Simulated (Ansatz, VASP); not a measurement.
## SiGe3 in VASP and in Ansatz

```
CELL_PARAMETERS angstrom
3.88887 0.00000 0.00000
0.00000 3.88887 0.00000
0.00000 0.00000 5.47976
ATOMIC_POSITIONS crystal
Si 0.00000 0.00000 0.00000
Ge 0.00000 0.50000 0.24429
Ge 0.50000 0.50000 0.50000
Ge 0.50000 0.00000 0.75571
```

Alike in both runs: task single point; functional r2SCAN; k mesh 6 × 6 × 4; no spin polarisation.

|  | VASP | Ansatz |
| --- | --- | --- |
| version | VASP 6.6.1 | Ansatz 0.2.0 |
| potentials or method | VASP PAW PBE potentials, release 64 (Si, Ge_d) | plane waves, PAW |
| plane-wave cutoff (eV) | 520 | 500 |
| occupations | gaussian, width 0.01 eV | fixed |
| valence electrons in the cell | 46 | 46 |

|  | VASP | Ansatz | Ansatz less VASP |
| --- | --- | --- | --- |
| gap on the k mesh at the Fermi level (eV) | 0.62 | 0.63 | +0.007 |
| pressure (GPa) | 5.6 | 5.6 | -0.06 |
| rms of the force components (eV/Å) | 0.009 | 0.003 | -0.0066 |

VASP's potentials were made for PBE, not for r2SCAN. Atom by atom the forces differ by 0.007 eV/Å (rms over components).
